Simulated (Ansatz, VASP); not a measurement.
# One calculation of Ge, two programs

```
Ge
1.0
     2.67028    0.00000    0.00000
     0.00000    2.67028    0.00000
     0.00000    0.00000    2.86219
Ge
1
Direct
  0.50000 0.50000 0.00000
```

Alike in both runs: task relaxation of cell and atoms; functional PBE; k mesh 6 × 6 × 6; occupations gaussian, width 0.1 eV; no spin polarisation.

|  | VASP | Ansatz |
| --- | --- | --- |
| version | VASP 6.6.1 | Ansatz 0.2.0 |
| potentials or method | VASP PAW PBE potentials, release 64 (Ge_d), cutoff 600 eV | scalar-relativistic, plane waves, PAW |
| valence electrons in the cell | 14 | 14 |

VASP gave:

- gap on the k mesh at the Fermi level, each at its own relaxed structure (eV): none
- relaxed volume (Å³/atom): 19.87
- relaxed cell length with the largest relative difference (Å): 2.699

**Question.** What did Ansatz give for the same quantities?

**Answer.** gap on the k mesh at the Fermi level, each at its own relaxed structure (eV): none; relaxed volume (Å³/atom): 19.91; relaxed cell length with the largest relative difference (Å): 2.701.

A gap of «none» marks a metal or a gap that the smearing closes.

The k mesh is coarse, so the values compare programs but aren't converged.
